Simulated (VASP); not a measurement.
A run of VASP 6.6.1:

Contents of INCAR:

```
SYSTEM = Ag
PREC = Accurate
ENCUT = 520
EDIFF = 1E-7
ISMEAR = -1
SIGMA = 0.06122561905347299
LREAL = .False.
LASPH = .True.
NELM = 80
ALGO = Normal
ISIF = 2
LWAVE = .False.
LCHARG = .False.
GGA = PE
NBANDS = 12
```

KPOINTS

```
Automatic mesh
0
Gamma
  46 46 46
  0 0 0
```

POSCAR

```
Ag
1.0
   -1.6509660703      1.6509660703      1.6509660703
    1.6509660703     -1.6509660703      1.6509660703
    1.6509660703      1.6509660703     -1.6509660703
Ag
1
Direct
    0.0000000000      0.0000000000      0.0000000000
```

Potentials or basis: VASP PAW PBE potentials, release 64 (Ag).

Run with:

```sh
$ cat potpaw_PBE.64/Ag/POTCAR > POTCAR
$ mpirun -np 1 vasp_std > vasp.out
```

Hardware: 1 thread of Intel(R) Xeon(R) 6975P-C (Granite Rapids), on a shared host.

Estimate the wall time of this run.

Run time: 120 s on 1 thread of Intel(R) Xeon(R) 6975P-C (Granite Rapids) (shared host), peak memory 0.58 GiB. Counts: scf iterations 12, k points 2456.
